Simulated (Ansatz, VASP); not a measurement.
## CdS5: VASP beside Ansatz

```
Cd S
1.0
     4.57824    0.00000    0.00000
     0.00000    5.06079    0.00000
     0.00000    0.00000   15.87226
Cd S
2 10
Direct
  0.00000 0.00000 0.00877
  0.50000 0.50000 0.99123
  0.41461 0.67882 0.29983
  0.58539 0.32118 0.29983
  0.91561 0.32050 0.40247
  0.08439 0.67950 0.40247
  0.91461 0.82118 0.70017
  0.08539 0.17882 0.70017
  0.41561 0.17950 0.59753
  0.58439 0.82050 0.59753
  0.50000 0.00000 0.93257
  0.00000 0.50000 0.06743
```

Alike in both runs: functional PBE; k mesh 4 × 4 × 2; occupations gaussian, width 0.2 eV; no spin polarisation.

Ansatz relaxed the structure, and its values are those at the end. VASP's run is a single point on that final structure, the one shown.

```csv
,VASP,Ansatz
version,VASP 6.6.1,Ansatz 0.2.0
potentials or method,"VASP PAW PBE potentials, release 64 (Cd_sv_GW, S), cutoff 630 eV","scalar-relativistic, plane waves, PAW"
valence electrons in the cell,100,100
```

```csv
,VASP,Ansatz,Ansatz less VASP
gap on the k mesh at the Fermi level (eV),1.16,1.15,-0.009
least direct gap on the mesh (eV),1.65,1.62,-0.034
pressure (GPa),-0.1,0.2,+0.31
rms of the force components (eV/Å),0.081,0.010,-0.0711
```
